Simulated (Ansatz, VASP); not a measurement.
## Two plane-wave programs on AlNi2

```
CELL_PARAMETERS angstrom
3.97400 0.00000 0.00000
-1.98700 3.44159 0.00000
0.00000 0.00000 4.90426
ATOMIC_POSITIONS crystal
Al 0.33333 0.66667 0.18987
Al 0.66667 0.33333 0.81013
Ni 0.33333 0.66667 0.68511
Ni 0.66667 0.33333 0.31489
Ni 0.00000 0.00000 0.50000
Ni 0.00000 0.00000 0.00000
```

Alike in both runs: task single point; functional PBEsol; k mesh 12 × 12 × 8; no spin polarisation.

```csv
,VASP,Ansatz
version,VASP 6.6.1,Ansatz 0.2.0
potentials or method,"VASP PAW PBE potentials, release 64 (Al, Ni), cutoff 520 eV","scalar-relativistic, plane waves, PAW"
occupations,"methfessel-paxton of order 1, width 0.2 eV","cold, width 0.2 eV"
valence electrons in the cell,46,78
```

|  | VASP | Ansatz | Ansatz less VASP |
| --- | --- | --- | --- |
| gap on the k mesh at the Fermi level (eV) | none | none | - |
| pressure (GPa) | 0.2 | 0.0 | -0.17 |
| rms of the force components (eV/Å) | 0.022 | 0.020 | -0.0013 |

VASP's potentials were made for PBE, not for PBEsol. Atom by atom the forces differ by 0.002 eV/Å (rms over components). A gap of «none» marks a metal or a gap that the smearing closes. VASP's potentials hold 46 valence electrons a cell and Ansatz's 78, so a difference there can come from the potentials and not from the codes.
